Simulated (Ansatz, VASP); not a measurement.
One calculation of Hf, two programs

```
CELL_PARAMETERS angstrom
3.20462 0.00000 0.00000
-1.60231 2.77529 0.00000
0.00000 0.00000 5.06766
ATOMIC_POSITIONS crystal
Hf 0.33333 0.66667 0.25000
Hf 0.66667 0.33333 0.75000
```

Alike in both runs: task relaxation of cell and atoms; functional PBE; dispersion D3(BJ); k mesh 15 × 15 × 8; occupations gaussian, width 0.1 eV; no spin polarisation.

```csv
,VASP,Ansatz
version,VASP 6.6.1,Ansatz 0.2.0
potentials or method,"VASP PAW PBE potentials, release 64 (Hf_pv), cutoff 500 eV","scalar-relativistic, plane waves, PAW"
valence electrons in the cell,20,52
```

VASP gave:

* gap on the k mesh at the Fermi level, each at its own relaxed structure (eV): none
* relaxed volume (Å³/atom): 21.76
* relaxed cell length with the largest relative difference (Å): 5.007

Problem. Estimate Ansatz's values.

Solution. gap on the k mesh at the Fermi level, each at its own relaxed structure (eV): none; relaxed volume (Å³/atom): 21.85; relaxed cell length with the largest relative difference (Å): 5.017.

A gap of «none» marks a metal or a gap that the smearing closes. VASP's potentials hold 20 valence electrons a cell and Ansatz's 52, so a difference there can come from the potentials and not from the codes.

Neither program's run includes spin-orbit coupling.
